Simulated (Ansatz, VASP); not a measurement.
**One calculation of Au, two programs**

INCAR

```
SYSTEM = Au
PREC = Accurate ; ENCUT = 520
EDIFF = 1E-7 ; ISMEAR = -1
SIGMA = 0.05 ; LREAL = .False.
LASPH = .True. ; NELM = 80
ALGO = Normal ; ISIF = 2
LWAVE = .False. ; LCHARG = .False.
GGA = CA ; NBANDS = 18
```

File KPOINTS:

```
Automatic mesh
0
Gamma
  7 7 1
  0 0 0
```

POSCAR

```
Au
1.0
    4.4744400000      0.0000000000      0.0000000000
   -2.2372200000      3.8749800000      0.0000000000
    0.0000000000      0.0000000000     23.8000000000
Au
2
Direct
    0.3333300000      0.6666700000      0.2941200000
    0.6666700000      0.3333300000      0.2941200000
```

The input input.yaml:

```yaml
crystal:
  lattice:
    - [4.47444, 0.0, 0.0]
    - [-2.23722, 3.87498, 0.0]
    - [0.0, 0.0, 23.8]
  atoms:
    - { symbol: Au, position: [0.33333, 0.66667, 0.29412] }
    - { symbol: Au, position: [0.66667, 0.33333, 0.29412] }
kpoints:
  mp_grid: { grid: [7, 7, 1] }
scf:
  occupations: { method: fermi_dirac, width: 0.05 }
hamiltonian:
  xc: lda
  pseudopotentials: { kind: all_electron, lapw: { basis_error: 0.002 } }
output:
  forces: true
  stress: true
  eigenvalues: true
```

Alike in both runs: task single point; functional LDA; k mesh 7 × 7 × 1; occupations fermi-dirac, width 0.05 eV; no spin polarisation.

```csv
,VASP,Ansatz
version,VASP 6.6.1,Ansatz 0.2.0
potentials or method,"VASP PAW LDA potentials, release 64 (Au), cutoff 520 eV","all-electron LAPW, scalar-relativistic"
```

Ansatz gave:

```
gap on the k mesh at the Fermi level (eV) : 0.47
least direct gap on the mesh (eV)         : 0.47
```

Question: What did VASP give for the same quantities?

Answer: gap on the k mesh at the Fermi level (eV): 0.43; least direct gap on the mesh (eV): 0.43.

LDA's correlation is that of Perdew and Zunger in VASP and of Perdew and Wang (1992) in Ansatz. Ansatz ran all-electron here, and VASP with PAW potentials.

Neither program's run includes spin-orbit coupling.
